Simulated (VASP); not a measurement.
# Hg (P6_3/mmc) in VASP: relaxation of cell and atoms with PBE+D3(BJ)

Aim: the relaxation of cell and atoms of Hg with PBE+D3(BJ).

Program: VASP 6.6.1. These are calculated values, not measurements. Logs are shortened: lines on timing, memory, paths and dates and some standing lists are left out, and cuts for length are marked.

## 1. The cell of the first run

It takes space group P6_3/mmc (No. 194, hexagonal). The conventional cell has a = 3.352 Å, b = 3.352 Å, c = 5.286 Å, α = 90.00°, β = 90.00°, γ = 120.00°. Hg (site symmetry -6m2) has 12 Hg at 3.28 to 3.35 Å within 4.3 Å.

## 2. Relaxation of cell and atoms, PBE+D3(BJ)

INCAR

```
SYSTEM = Hg
PREC = Accurate
ENCUT = 600
EDIFF = 1E-6
ISMEAR = 0
SIGMA = 0.1
LREAL = .False.
LASPH = .True.
NELM = 100
ALGO = Normal
ISIF = 3
LWAVE = .False.
LCHARG = .False.
GGA = PE
IVDW = 12
IBRION = 2
NSW = 100
EDIFFG = -0.005
```

KPOINTS

```
Automatic mesh
0
Gamma
  15 15 8
  0 0 0
```

POSCAR

```
Hg
1.0
    3.3522124042      0.0000000000      0.0000000000
   -1.6761062021      2.9031011009      0.0000000000
    0.0000000000      0.0000000000      5.2861746114
Hg
2
Direct
    0.6666666667      0.3333333333      0.7500000000
    0.3333333333      0.6666666667      0.2500000000
```

Potentials or basis: VASP PAW PBE potentials, release 64 (Hg).

Run with:

```bash
> cat potpaw_PBE.64/Hg/POTCAR > POTCAR
> mpirun -np 1 vasp_std > vasp.out
```

OUTCAR:

```text
SYSTEM = Hg
   PREC = Accurate
   ENCUT = 600
   EDIFF = 1E-6
   ISMEAR = 0
   LREAL = .False.
   LASPH = .True.
   NELM = 100
   ISIF = 3
   GGA = PE
   IVDW = 12
   IBRION = 2
   NSW = 100
   EDIFFG = -0.005
 IVDW          = 12

 ion  position               nearest neighbor table
   1  0.667  0.333  0.750-   2 3.28   2 3.28   2 3.28   2 3.28   2 3.28   2 3.28
   2  0.333  0.667  0.250-   1 3.28   1 3.28   1 3.28   1 3.28   1 3.28   1 3.28

  LATTYP: Found a hexagonal cell.
 ALAT       =     3.3522124042
 C/A-ratio  =     1.5769211416

  Lattice vectors:

 A1 = (   3.3522124042,   0.0000000000,   0.0000000000)
 A2 = (  -1.6761062021,   2.9031011009,   0.0000000000)
 A3 = (   0.0000000000,   0.0000000000,   5.2861746114)

Analysis of symmetry for initial positions (statically):
=====================================================================
 Subroutine PRICEL returns:
 Original cell was already a primitive cell.

 Routine SETGRP: Setting up the symmetry group for a
 hexagonal supercell.

 Subroutine GETGRP returns: Found 24 space group operations
 (whereof 12 operations were pure point group operations)
 out of a pool of 24 trial point group operations.

The static configuration has the point symmetry D_3d.
 The point group associated with its full space group is D_6h.

Analysis of symmetry for dynamics (positions and initial velocities):
=====================================================================
 Subroutine PRICEL returns:
 Original cell was already a primitive cell.

 Routine SETGRP: Setting up the symmetry group for a
 hexagonal supercell.

 Subroutine GETGRP returns: Found 24 space group operations
 (whereof 12 operations were pure point group operations)
 out of a pool of 24 trial point group operations.

The dynamic configuration has the point symmetry D_3d.
 The point group associated with its full space group is D_6h.

 Subroutine INISYM returns: Found 24 space group operations
 (whereof 12 operations are pure point group operations),
 and found     1 'primitive' translations

----------------------------------------------------------------------------------------

                                     Primitive cell

  volume of cell :      51.4441

  direct lattice vectors                    reciprocal lattice vectors
     3.352212404  0.000000000  0.000000000     0.298310453  0.172229620  0.000000000
    -1.676106202  2.903101101  0.000000000     0.000000000  0.344459240  0.000000000
     0.000000000  0.000000000  5.286174611     0.000000000  0.000000000  0.189172714

  length of vectors
     3.352212404  3.352212404  5.286174611     0.344459240  0.344459240  0.189172714

  position of ions in fractional coordinates (direct lattice)
     0.666666667  0.333333333  0.750000000
     0.333333333  0.666666667  0.250000000

  ion indices of the primitive-cell ions
   primitive index   ion index
                 1           1
                 2           2

----------------------------------------------------------------------------------------

 KPOINTS: Automatic mesh

Automatic generation of k-mesh.
 Grid dimensions read from file:
 generate k-points for:   15   15    8

 Generating k-lattice:

  Cartesian coordinates                     Fractional coordinates (reciprocal lattice)
     0.019887364  0.011481975  0.000000000     0.066666667  0.000000000  0.000000000
     0.000000000  0.022963949  0.000000000     0.000000000  0.066666667  0.000000000
     0.000000000  0.000000000  0.023646589     0.000000000  0.000000000  0.125000000

  Length of vectors
     0.022963949  0.022963949  0.023646589

  Shift w.r.t. Gamma in fractional coordinates (k-lattice)
     0.000000000  0.000000000  0.000000000

 Subroutine IBZKPT returns following result:
 ===========================================

 Found    135 irreducible k-points:

 Following reciprocal coordinates:
            Coordinates               Weight
  0.000000  0.000000  0.000000      1.000000
  0.066667 -0.000000  0.000000      6.000000
  0.133333 -0.000000  0.000000      6.000000
  0.200000 -0.000000  0.000000      6.000000
  0.266667 -0.000000  0.000000      6.000000
  0.333333 -0.000000  0.000000      6.000000
[... 16 lines left out ...]
  0.333333  0.200000  0.000000     12.000000
  0.400000  0.200000  0.000000      6.000000
 [... further k-points ...]
   k-points           NKPTS =    135   k-points in BZ     NKDIM =    135   number of bands    NBANDS=     16
   number of dos      NEDOS =    301   number of ions     NIONS =      2
   total plane-waves  NPLWV =  32928
   dimension x,y,z NGX =    28 NGY =   28 NGZ =   42
   dimension x,y,z NGXF=    56 NGYF=   56 NGZF=   84
   ions per type =               2
   NGX,Y,Z   is equivalent  to a cutoff of  13.89, 13.89, 13.21 a.u.
   NGXF,Y,Z  is equivalent  to a cutoff of  27.77, 27.77, 26.42 a.u.
 SYSTEM =  Hg
   PREC   = accura    normal or accurate (medium, high low for compatibility)
   ISTART =      0    job   : 0-new  1-cont  2-samecut
   ICHARG =      2    charge: 1-file 2-atom 10-const
   ISPIN  =      1    spin polarized calculation?
   LNONCOLLINEAR =      F non collinear calculations
   LSORBIT =      F    spin-orbit coupling
   LASPH  =      T    aspherical Exc in radial PAW
   ENCUT  =  600.0 eV  44.10 Ry    6.64 a.u.   6.70  6.70 10.56*2*pi/ulx,y,z
   NELM   =    100;   NELMIN=  2; NELMDL= -5     # of ELM steps
   EDIFF  = 0.1E-05   stopping-criterion for ELM
   LREAL  =      F    real-space projection
   EDIFFG = -.5E-02   stopping-criterion for IOM
   NSW    =    100    number of steps for IOM
   IBRION =      2    ionic relax: 0-MD 1-quasi-New 2-CG
   NFREE  =      1    steps in history (QN), initial steepest desc. (CG)
   ISIF   =      3    stress and relaxation
   ISYM   =      2    0-nonsym 1-usesym 2-fastsym
   POTIM  = 0.5000    time-step for ionic-motion
   TEBEG  =    0.0;   TEEND  =   0.0 temperature during run
   PSTRESS=    0.0 pullay stress
   NELECT =      24.0000    total number of electrons
   NUPDOWN=      -1.0000    fix difference up-down
   EMIN   =  10.00;   EMAX   =-10.00  energy-range for DOS
   EFERMI =   0.00;   METHOD = LEGACY
   ISMEAR =     0;   SIGMA  =   0.10  broadening in eV -4-tet -1-fermi 0-gaus
   EFERMI_NEDOS =   21; number of points for ismear=-14 and -15
   IALGO  =     38    algorithm
   IMIX   =      4    mixing-type and parameters
     AMIX     =   0.40;   BMIX     =  1.00
     AMIX_MAG =   1.60;   BMIX_MAG =  1.00
  volume/ion in A,a.u.               =      25.72       173.58
  Fermi-wavevector in a.u.,A,eV,Ry     =   1.269697  2.399380 21.934375  1.612131
  Thomas-Fermi vector in A             =   2.402725
   LORBIT       =      0    0 simple, 1 ext, 2 COOP (PROOUT), +10 PAW based schemes
   GGA     = PE    functional components
   LHFCALC =     F    Hartree Fock is set to
   AEXX    =    0.0000 exact exchange contribution
   IVDW    =    12    specifies the selected vdW correction
   LEPSILON=     F    determine dielectric tensor
   LRPA    =     F    only Hartree local field effects (RPA)
 conjugate gradient relaxation of ions
 non-spin polarized calculation
 Gauss-broadening in eV      SIGMA  =   0.10
  energy-cutoff  :      600.00
  volume of cell :       51.44
 maximum number of plane-waves:      1743
 NGX is ok and might be reduce to    28
   NGX = 13   NGY = 13   NGZ = 21

--------------------------------------- Ionic step        1  -------------------------------------------

 number of electron      24.0000002 magnetization

 Free energy of the ion-electron system (eV)
  ---------------------------------------------------
  ext. energy  EPLUGINS =         0.00000000
  ---------------------------------------------------
  free energy    TOTEN  =        -0.29554980 eV

  energy without entropy =       -0.29351323  energy(sigma->0) =       -0.29453151

------------------------ aborting loop because EDIFF is reached ----------------------------------------

 Edisp (eV)   -0.81393

 E8    (eV) :    -0.3690

  FORCE on cell =-STRESS in cart. coord.  units (eV):
  Direction    XX          YY          ZZ          XY          YZ          ZX
  --------------------------------------------------------------------------------------
  -------------------------------------------------------------------------------------
  Total       0.08076     0.08076     0.07915     0.00000    -0.00000     0.00000
  in kB       2.51516     2.51516     2.46494     0.00000    -0.00000     0.00000
  external pressure =        2.50 kB  Pullay stress =        0.00 kB
[... 61 lines left out ...]
  energy  without entropy=       -1.1077846544  energy(sigma->0) =       -1.10881129

--------------------------------------- Ionic step        3  -------------------------------------------

 number of electron      24.0000001 magnetization

 Free energy of the ion-electron system (eV)
  ---------------------------------------------------
  ext. energy  EPLUGINS =         0.00000000
  ---------------------------------------------------
  free energy    TOTEN  =        -0.30650084 eV

  energy without entropy =       -0.30435991  energy(sigma->0) =       -0.30543037

 E-fermi :   1.6707     XC(G=0): -10.3131

 val. band max:        1.6334021535   @ k =   0.2667   0.2000   0.1250
 cond. band min:       1.6961547367   @ k =   0.3333   0.0667   0.0000
 fundamental gap:      0.0627525832
 Fermi energy:         1.6707403611

 k-point     1 :       0.0000    0.0000    0.0000
  band No.  band energies     occupation
      1      -6.2707      2.00000
      2      -5.4473      2.00000
      3      -4.6400      2.00000
      4      -4.6400      2.00000
      5      -4.6285      2.00000
      6      -4.5183      2.00000
[... 8 lines left out ...]
     15      13.2649      0.00000
     16      14.5691      0.00000
[... 420 lines left out ...]
  band No.  band energies     occupation
      1      -5.2078      2.00000
      2      -5.1187      2.00000
      3      -4.9833      2.00000
      4      -4.7136      2.00000
      5      -4.4818      2.00000
      6      -4.3736      2.00000
[... 8 lines left out ...]
     15       6.5610      0.00000
     16       6.7459      0.00000

 [... further k-points ...]

------------------------ aborting loop because EDIFF is reached ----------------------------------------

 Edisp (eV)   -0.80344

 E8    (eV) :    -0.3644

  FORCE on cell =-STRESS in cart. coord.  units (eV):
  Direction    XX          YY          ZZ          XY          YZ          ZX
  --------------------------------------------------------------------------------------
  -------------------------------------------------------------------------------------
  Total      -0.00096    -0.00096    -0.00973     0.00000     0.00000     0.00000
  in kB      -0.02966    -0.02966    -0.29910     0.00000     0.00000     0.00000
  external pressure =       -0.12 kB  Pullay stress =        0.00 kB
[... 17 lines left out ...]
  FREE ENERGIE OF THE ION-ELECTRON SYSTEM (eV)
  ---------------------------------------------------
  free  energy   TOTEN  =        -1.1099404448 eV

  energy  without entropy=       -1.1077995175  energy(sigma->0) =       -1.10886998

 reached required accuracy - stopping structural energy minimisation
```

It took 100 s on 1 thread of AMD EPYC 9R45 (Zen 5), shared host; peak memory 0.25 GiB.

Results:

```
Free energy                           : -1.1099 eV
Relaxed volume                        : 26.06 Å³/atom
Relaxed cell                          : a = 3.367 Å, b = 3.367 Å, c = 5.309 Å, α = 90.00°, β = 90.00°, γ = 120.00°
Space group after relaxing (to 0.1 Å) : P6_3/mmc (No. 194)
Energy gained by relaxing             : 0.2 meV/atom
Ionic steps                           : 3
Pressure after relaxing               : 0.0 GPa
Band gap on the k mesh                : zero (bands 12 and 13 overlap by 0.84 eV)
Dispersion energy per atom            : -0.402 eV
```

The path:
```csv
step,energy change (eV),largest force (eV/Å),pressure (GPa),volume (Å³)
1,0.0000,0.0000,0.25,51.44
2,-0.0004,0.0000,0.14,51.74
3,-0.0005,0.0000,-0.01,52.12
```

Final structure:
```xyz
2
Lattice="3.3670 0.0000 0.0000 -1.6835 2.9159 0.0000 0.0000 0.0000 5.3090" Properties=species:S:1:pos:R:3 pbc="T T T"
Hg    1.6835    0.9720    3.9818
Hg    0.0000    1.9439    1.3273
```

Levels at points of the mesh, in eV from the Fermi level:
```csv
k point,band 8,band 9,band 10,band 11,band 12,band 13,band 14,band 15,band 16
"(0.00, 0.00, 0.00)",-6.10,-6.10,-5.47,-5.47,-1.12,-0.69,11.59,11.59,12.90
"(0.00, 0.00, 0.50)",-5.84,-5.66,-5.66,-5.66,-5.66,7.06,7.06,12.66,12.66
```

Caveat: spin-orbit coupling is left out, which moves the levels of the heavy elements.

The gap in the log of VASP goes by the Fermi energy; the results here count the filled bands.